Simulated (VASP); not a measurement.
Runs of VASP 6.6.1 on AlRu. The structure is that of space group Pm-3m (No. 221), or close to it. The cells are those of the table. 

| cell | gap on the mesh (eV) | pressure (GPa) |
| --- | --- | --- |
| a = 2.842 Å, 2 atoms | none | 44.3 |
| a = 2.842, b = 2.842, c = 2.917 Å, 2 atoms | none | 34.5 |
| a = 2.842, b = 2.842, c = 2.992 Å, 2 atoms | none | (a) |
| a = 2.917, b = 2.917, c = 2.842 Å, 2 atoms | none | 25.6 |
| a = 3.141 Å, 2 atoms | none | (b) |

Alike in all rows: task single point; level r2SCAN; potentials or basis VASP PAW PBE potentials, release 64 (Al, Ru_pv); no spin polarisation; k mesh 16 × 16 × 16; cutoff (eV) 520; smearing gaussian 0.15 eV.

Q: Fill in the values left out.

A: (a) 26.0; (b) -24.4.

Caveats: the PAW data sets were made with another functional, which shifts forces and pressure a little; the cell stands under pressure (at least some runs); the stress differs along the axes, from 30 to 37 GPa (at least some runs); the stress differs along the axes, from 18 to 30 GPa (at least some runs); the stress differs along the axes, from 23 to 30 GPa (at least some runs); the cell stands under tension (at least some runs).

A k mesh can miss the band edges, and the runs leave out spin-orbit coupling on Ru.

A gap of «none» marks levels without a gap at the run's occupations.
